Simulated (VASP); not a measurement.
# CoNiSn in VASP: density of states with PBE

Aim: the density of states of CoNiSn with PBE.

Everything below comes from runs of VASP 6.6.1. Logs are shortened: lines on timing, memory, paths and dates and some standing lists are left out, and cuts for length are marked.

**1. The cell of the first run**

The cell holds an amorphous packing of atoms, 6 atoms: a = 4.434 Å, b = 4.358 Å, c = 4.337 Å, α = 81.49°, β = 76.68°, γ = 77.63°.

**2. Density of states, PBE**

File POSCAR:

```
CoNiSn
1.0
    4.3994910000      0.5534830000     -0.0259850000
    0.4022500000      4.3091540000      0.5148410000
    1.0259180000      0.0499110000      4.2141100000
Sn Ni Co
2 2 2
Direct
    0.4368690000      0.1483460000      0.2478640000
    0.3244570000      0.4463280000      0.7323050000
    0.6571950000      0.7149670000      0.9232690000
    0.0026250000      0.8732690000      0.4646460000
    0.9750000000      0.0738290000      0.9416610000
    0.8335100000      0.4294760000      0.3699080000
```

File INCAR.step1:

```
SYSTEM = CoNiSn
  PREC = Accurate
  ENCUT = 520
  EDIFF = 1E-6
  ISMEAR = -5
  SIGMA = 0.1
  LREAL = .False.
  LASPH = .True.
  NELM = 100
  ALGO = Normal
  ISIF = 2
  LWAVE = .False.
  LCHARG = .True.
  LMAXMIX = 4
  GGA = PE
  NBANDS = 42
```

File KPOINTS.step1:

```
regular mesh
0
Gamma
  4 4 4
  0 0 0
```

File INCAR.step2:

```
SYSTEM = CoNiSn
  PREC = Accurate
  ENCUT = 520
  EDIFF = 1E-6
  ISMEAR = -5
  SIGMA = 0.1
  LREAL = .False.
  LASPH = .True.
  NELM = 100
  ALGO = Normal
  ISIF = 2
  LWAVE = .False.
  LCHARG = .False.
  LMAXMIX = 4
  GGA = PE
  LORBIT = 11
  NEDOS = 1001
  ICHARG = 11
```

File KPOINTS.step2:

```
regular mesh
0
Gamma
  6 6 6
  0 0 0
```

Potentials or basis: VASP PAW PBE potentials, release 64 (Sn_d, Ni, Co).

Command:

```sh
$ cat potpaw_PBE.64/Sn_d/POTCAR potpaw_PBE.64/Ni/POTCAR potpaw_PBE.64/Co/POTCAR > POTCAR
$ cp INCAR.step1 INCAR
$ cp KPOINTS.step1 KPOINTS
$ mpirun -np 1 vasp_std > vasp.out
$ cp INCAR.step2 INCAR
$ cp KPOINTS.step2 KPOINTS
$ mpirun -np 1 vasp_std > vasp.out
```

OUTCAR:

```text
SYSTEM = CoNiSn
   PREC = Accurate
   ENCUT = 520
   EDIFF = 1E-6
   ISMEAR = -5
   LREAL = .False.
   LASPH = .True.
   NELM = 100
   ISIF = 2
   GGA = PE
   LORBIT = 11
   ICHARG = 11

 ion  position               nearest neighbor table
   1  0.437  0.148  0.248-   4 2.42   3 2.42   5 2.43   2 2.51   2 2.53   6 2.53   6 2.66   5 2.78
                             4 2.84   3 2.90   5 3.24   6 3.28   2 3.51
   2  0.324  0.446  0.732-   3 2.41   4 2.42   5 2.42   6 2.43   1 2.51   1 2.53   3 2.91   6 2.98
                             5 3.00   6 3.10   5 3.25   3 3.28   1 3.51
   3  0.657  0.715  0.923-   4 2.33   5 2.34   6 2.34   2 2.41   1 2.42   6 2.74   5 2.85   1 2.90
                             2 2.91   5 3.08   2 3.28
   4  0.003  0.873  0.465-   5 2.33   3 2.33   5 2.33   6 2.34   6 2.38   2 2.42   1 2.42   1 2.84

   5  0.975  0.074  0.942-   4 2.33   4 2.33   3 2.34   2 2.42   1 2.43   6 2.48   1 2.78   3 2.85
                             6 2.85   2 3.00   3 3.08   1 3.24   2 3.25
   6  0.834  0.429  0.370-   4 2.34   3 2.34   4 2.38   2 2.43   5 2.48   1 2.53   1 2.66   3 2.74
                             5 2.85   2 2.98   2 3.10   1 3.28

  LATTYP: Found a triclinic cell.
 ALAT       =     4.3374787542
 B/A-ratio  =     1.3085481597
 C/A-ratio  =     1.0223096159
 COS(alpha) =     0.0115336489
 COS(beta)  =     0.2304130831
 COS(gamma) =     0.6505786602

  Lattice vectors:

 A1 = (   1.0259180000,   0.0499110000,   4.2141100000)
 A2 = (   0.6236680000,  -4.2592430000,   3.6992690000)
 A3 = (   4.3994910000,   0.5534830000,  -0.0259850000)

Analysis of symmetry for initial positions (statically):
=====================================================================
 Subroutine PRICEL returns:
 Original cell was already a primitive cell.

 Routine SETGRP: Setting up the symmetry group for a
 triclinic supercell.

 Subroutine GETGRP returns: Found  1 space group operations
 (whereof  1 operations were pure point group operations)
 out of a pool of  2 trial point group operations.

The static configuration has the point symmetry C_1 .

Analysis of symmetry for dynamics (positions and initial velocities):
=====================================================================
 Subroutine PRICEL returns:
 Original cell was already a primitive cell.

 Routine SETGRP: Setting up the symmetry group for a
 triclinic supercell.

 Subroutine GETGRP returns: Found  1 space group operations
 (whereof  1 operations were pure point group operations)
 out of a pool of  2 trial point group operations.

The dynamic configuration has the point symmetry C_1 .

 Subroutine INISYM returns: Found  1 space group operations
 (whereof  1 operations are pure point group operations),
 and found     1 'primitive' translations

----------------------------------------------------------------------------------------

                                     Primitive cell

  volume of cell :      79.2469

  direct lattice vectors                    reciprocal lattice vectors
     4.399491000  0.553483000 -0.025985000     0.228823572 -0.014725390 -0.055532310
     0.402250000  4.309154000  0.514841000    -0.029448924  0.234288075  0.004394434
     1.025918000  0.049911000  4.214110000     0.005008767 -0.028713951  0.236418736

  length of vectors
     4.434246239  4.358402748  4.337478754     0.235925627  0.236172505  0.238208726

  position of ions in fractional coordinates (direct lattice)
     0.436869000  0.148346000  0.247864000
     0.324457000  0.446328000  0.732305000
     0.657195000  0.714967000  0.923269000
     0.002625000  0.873269000  0.464646000
     0.975000000  0.073829000  0.941661000
     0.833510000  0.429476000  0.369908000

  ion indices of the primitive-cell ions
   primitive index   ion index
                 1           1
                 2           2
                 3           3
                 4           4
                 5           5
                 6           6

----------------------------------------------------------------------------------------

 KPOINTS: regular mesh

Automatic generation of k-mesh.
 Grid dimensions read from file:
 generate k-points for:    6    6    6

 Generating k-lattice:

  Cartesian coordinates                     Fractional coordinates (reciprocal lattice)
     0.038137262 -0.002454232 -0.009255385     0.166666667 -0.000000000  0.000000000
    -0.004908154  0.039048012  0.000732406     0.000000000  0.166666667  0.000000000
     0.000834794 -0.004785658  0.039403123     0.000000000  0.000000000  0.166666667

  Length of vectors
     0.039320938  0.039362084  0.039701454

  Shift w.r.t. Gamma in fractional coordinates (k-lattice)
     0.000000000  0.000000000  0.000000000

 TETIRR: Found    648 inequivalent tetrahedra from     1296

 Subroutine IBZKPT returns following result:
 ===========================================

 Found    112 irreducible k-points:

 Following reciprocal coordinates:
            Coordinates               Weight
  0.000000  0.000000  0.000000      1.000000
  0.166667  0.000000 -0.000000      2.000000
  0.333333  0.000000 -0.000000      2.000000
  0.500000  0.000000 -0.000000      1.000000
  0.000000  0.166667  0.000000      2.000000
  0.166667  0.166667 -0.000000      2.000000
[... 16 lines left out ...]
  0.333333  0.000000  0.166667      2.000000
  0.500000  0.000000  0.166667      2.000000
 [... further k-points ...]
   k-points           NKPTS =    112   k-points in BZ     NKDIM =    112   number of bands    NBANDS=     39
   number of dos      NEDOS =   1001   number of ions     NIONS =      6
   total plane-waves  NPLWV =  36864
   dimension x,y,z NGX =    36 NGY =   32 NGZ =   32
   dimension x,y,z NGXF=    72 NGYF=   64 NGZF=   64
   ions per type =               2   2   2
   NGX,Y,Z   is equivalent  to a cutoff of  13.50, 12.21, 12.26 a.u.
   NGXF,Y,Z  is equivalent  to a cutoff of  26.99, 24.41, 24.53 a.u.
 SYSTEM =  CoNiSn
   PREC   = accura    normal or accurate (medium, high low for compatibility)
   ISTART =      0    job   : 0-new  1-cont  2-samecut
   ICHARG =     11    charge: 1-file 2-atom 10-const
   ISPIN  =      1    spin polarized calculation?
   LNONCOLLINEAR =      F non collinear calculations
   LSORBIT =      F    spin-orbit coupling
   LASPH  =      T    aspherical Exc in radial PAW
   ENCUT  =  520.0 eV  38.22 Ry    6.18 a.u.   8.24  8.10  8.06*2*pi/ulx,y,z
   NELM   =    100;   NELMIN=  2; NELMDL=  0     # of ELM steps
   EDIFF  = 0.1E-05   stopping-criterion for ELM
   LREAL  =      F    real-space projection
   EDIFFG = 0.1E-04   stopping-criterion for IOM
   NSW    =      0    number of steps for IOM
   IBRION =     -1    ionic relax: 0-MD 1-quasi-New 2-CG
   NFREE  =      0    steps in history (QN), initial steepest desc. (CG)
   ISIF   =      2    stress and relaxation
   ISYM   =      2    0-nonsym 1-usesym 2-fastsym
   POTIM  = 0.5000    time-step for ionic-motion
   TEBEG  =    0.0;   TEEND  =   0.0 temperature during run
   PSTRESS=    0.0 pullay stress
   NELECT =      66.0000    total number of electrons
   NUPDOWN=      -1.0000    fix difference up-down
   EMIN   =  10.00;   EMAX   =-10.00  energy-range for DOS
   EFERMI =   0.00;   METHOD = LEGACY
   ISMEAR =    -5;   SIGMA  =   0.10  broadening in eV -4-tet -1-fermi 0-gaus
   EFERMI_NEDOS =   21; number of points for ismear=-14 and -15
   IALGO  =     38    algorithm
   IMIX   =      4    mixing-type and parameters
     AMIX     =   0.40;   BMIX     =  1.00
     AMIX_MAG =   1.60;   BMIX_MAG =  1.00
  volume/ion in A,a.u.               =      13.21        89.13
  Fermi-wavevector in a.u.,A,eV,Ry     =   1.540265  2.910679 32.278680  2.372416
  Thomas-Fermi vector in A             =   2.646376
   LORBIT       =     11    0 simple, 1 ext, 2 COOP (PROOUT), +10 PAW based schemes
   GGA     = PE    functional components
   LHFCALC =     F    Hartree Fock is set to
   AEXX    =    0.0000 exact exchange contribution
   IVDW    =     0    specifies the selected vdW correction
   LEPSILON=     F    determine dielectric tensor
   LRPA    =     F    only Hartree local field effects (RPA)
 non-spin polarized calculation
 Fermi weights with tetrahedron method with Bloechl corrections
  energy-cutoff  :      520.00
  volume of cell :       79.25
 maximum number of plane-waves:      2160
 NGX is ok and might be reduce to    36

 number of electron      65.9999993 magnetization

 Free energy of the ion-electron system (eV)
  ---------------------------------------------------
  ext. energy  EPLUGINS =         0.00000000
  ---------------------------------------------------
  free energy    TOTEN  =       -28.62066819 eV

  energy without entropy =      -28.62066819  energy(sigma->0) =      -28.62066819

 E-fermi :  11.5614     XC(G=0): -12.8555

 val. band max:       11.5919178483   @ k =  -0.3333  -0.0000   0.3333
 cond. band min:      11.5229219126   @ k =   0.3333   0.0000   0.3333
 fundamental gap:     -0.0689959357
 Fermi energy:        11.5614294914

 k-point     1 :       0.0000    0.0000    0.0000
  band No.  band energies     occupation
      1     -10.6968      2.00000
      2     -10.5154      2.00000
      3     -10.3950      2.00000
      4     -10.3665      2.00000
      5     -10.1533      2.00000
      6     -10.0197      2.00000
[... 31 lines left out ...]
     38      15.8979      0.00000
     39      16.1897      0.00000

 k-point     2 :       0.1667    0.0000   -0.0000
  band No.  band energies     occupation
      1     -10.6967      2.00000
      2     -10.5141      2.00000
      3     -10.3952      2.00000
      4     -10.3667      2.00000
      5     -10.1536      2.00000
      6     -10.0213      2.00000
[... 913 lines left out ...]
     38      14.8166      0.00000
     39      15.9763      0.00000

 k-point    24 :       0.5000    0.0000    0.1667
  band No.  band energies     occupation
      1     -10.7477      2.00000
      2     -10.5574      2.00000
      3     -10.3879      2.00000
      4     -10.2831      2.00000
      5     -10.1777      2.00000
      6     -10.0395      2.00000
[... 31 lines left out ...]
     38      14.8201      0.00000
     39      15.7548      0.00000

 [... further k-points ...]
[... 5 lines left out ...]
  --------------------------------------------------------------------------------------
  -------------------------------------------------------------------------------------
  Total       10.7646123     13.4494524     20.9024477      2.5491924     -0.4542744      2.0483763
  in kB      217.6340471    271.9149250    422.5962008     51.5384141     -9.1843138     41.4131428
  external PRESSURE =     304.0483909 kB  Pullay stress =       0.0000000 kB

 VOLUME and BASIS-vectors are now :
 -----------------------------------------------------------------------------
  energy-cutoff  :      520.00
  volume of cell :       79.25
      direct lattice vectors                 reciprocal lattice vectors
     4.399491000  0.553483000 -0.025985000     0.228823572 -0.014725390 -0.055532310
     0.402250000  4.309154000  0.514841000    -0.029448924  0.234288075  0.004394434
     1.025918000  0.049911000  4.214110000     0.005008767 -0.028713951  0.236418736

 POSITION                                       TOTAL-FORCE (eV/Angst)
 -----------------------------------------------------------------------------------
      2.23596      0.89342      1.10955         0.718526     -2.673146      0.676609
      2.35827      2.13943      3.30737        -1.867464      3.330910      0.471297
      4.12612      3.49073      4.24177         0.107307     -1.098799     -0.425570
      0.83951      3.78769      2.40760        -0.964740     -0.035166     -0.580883
      5.28527      0.90479      3.98094         0.752120      0.147546     -0.544283
      4.21927      2.33047      1.75829         1.254251      0.328656      0.402830
 -----------------------------------------------------------------------------------
    total drift:                               -0.003532      0.003782      0.001734

  FREE ENERGIE OF THE ION-ELECTRON SYSTEM (eV)
  ---------------------------------------------------
  free  energy   TOTEN  =       -28.6206681901 eV

  energy  without entropy=      -28.6206681901  energy(sigma->0) =      -28.62066819

 total charge

# of ion       s       p       d       tot
------------------------------------------
    1        1.139   1.490  10.158  12.788
    2        1.163   1.477  10.149  12.788
    3        0.494   0.474   8.478   9.445
    4        0.554   0.539   8.479   9.572
    5        0.444   0.477   7.487   8.409
    6        0.443   0.462   7.496   8.401
--------------------------------------------------
tot          4.237   4.919  52.247  61.404
```

Wall time 4.2 min (1 thread of Intel Xeon Platinum 8488C (Sapphire Rapids), shared host); peak memory 0.42 GiB.

Results:

```
Valence electrons inside the program's atomic spheres : Sn 12.79; Ni 9.45, 9.57; Co 8.41, 8.40
```

Caveat: the k points lie up to 0.37 Å⁻¹ apart; spin-orbit coupling is left out, which moves the levels of the heavy elements; tetrahedron occupations give inexact forces and stress in metals. Spin polarisation is off, so any magnetic state and its effect on volume and gap are missing.
